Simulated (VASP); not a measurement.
A run of VASP 6.6.1 is set up as follows.

Contents of INCAR:

```
SYSTEM = TaAl5N6
ALGO = Normal
EDIFF = 1E-6
ENCUT = 520
GGA = PE
ISIF = 2
ISMEAR = 0
LASPH = .True.
LCHARG = .False.
LREAL = .False.
LWAVE = .False.
NBANDS = 40
NELM = 80
PREC = Accurate
SIGMA = 0.1
```

File KPOINTS:

```
k-points
0
Gamma
  6 6 2
  0 0 0
```

Contents of POSCAR:

```
TaAl5N6
1.0
    2.9406615394      0.0000000000      0.0000000000
    0.0000000000      2.9406615394      0.0000000000
    0.0000000000      0.0000000000     12.5316331367
Ta Al N
1 5 6
Direct
    0.5000000000      0.5000000000      0.0000000000
    0.0000000000      0.0000000000      0.8211258990
    0.0000000000      0.0000000000      0.1788741010
    0.5000000000      0.5000000000      0.3403035993
    0.0000000000      0.0000000000      0.5000000000
    0.5000000000      0.5000000000      0.6596964007
    0.0000000000      0.0000000000      0.0000000000
    0.5000000000      0.5000000000      0.1806761946
    0.0000000000      0.0000000000      0.3399712477
    0.5000000000      0.5000000000      0.5000000000
    0.0000000000      0.0000000000      0.6600287523
    0.5000000000      0.5000000000      0.8193238054
```

Potentials or basis: VASP PAW PBE potentials, release 64 (Ta_pv, Al, N).

Command:

```bash
$ cat potpaw_PBE.64/Ta_pv/POTCAR potpaw_PBE.64/Al/POTCAR potpaw_PBE.64/N/POTCAR > POTCAR
$ mpirun -np 1 vasp_std > vasp.out
```

Task: Predict the band gap on the k mesh.

Result: Zero (band 28 reaches 13.69 eV, above the bottom of band 29 at 9.64 eV).

Task: What does it give for the largest force?

Result: 0.014 eV/Å.

Task: What does it give for the pressure?

Result: 0.0 GPa.

Stress tensor (GPa, compression positive):
```
 0.07  0.00  0.00
 0.00  0.07  0.00
 0.00  0.00 -0.08
```

Caveat: spin-orbit coupling is left out, which moves the levels of the heavy elements.
